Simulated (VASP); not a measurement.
## Cu: single point with PBE

Cu:

```
CELL_PARAMETERS angstrom
-1.40004 1.40004 1.36714
1.40004 -1.40004 1.36714
1.40004 1.40004 -1.36714
ATOMIC_POSITIONS crystal
Cu 0.00000 0.00000 0.00000
```

- Program: VASP 6.6.1
- Task: single point
- Functional: PBE
- Potentials or basis: VASP PAW PBE potentials, release 64 (Cu)
- Cutoff: 520 eV
- k mesh: 24 × 24 × 24
- Occupations: gaussian, width 0.15 eV
- Spin: no spin polarisation

```
Pressure               : 21.4 GPa
Band gap on the k mesh : zero (an odd number of electrons rules out a gap without spin polarisation)
```

Levels at points of the mesh, in eV from the Fermi level:
```
           k point  band 3  band 4  band 5  band 6  band 7  band 8  band 9  band 10
(0.00, 0.00, 0.00)   -3.42   -3.42   -2.35   -2.24   25.77   25.77   26.37    30.23
(0.50, 0.00, 0.00)   -2.31   -2.12   -1.43   -0.80    4.97   18.08   18.55    22.37
(0.50, 0.50, 0.00)   -2.41   -2.19   -1.45   -0.99    4.70   18.71   19.30    22.97
(0.50, 0.50, 0.50)   -1.64   -1.64   -1.61    8.31    8.31    9.28   14.08    14.52
```

Run time: 63 s on 1 thread of AMD EPYC 9R45 96-Core Processor (Zen 5), on a shared host, peak memory 0.2 GiB.

Caveat: the cell stands under pressure.
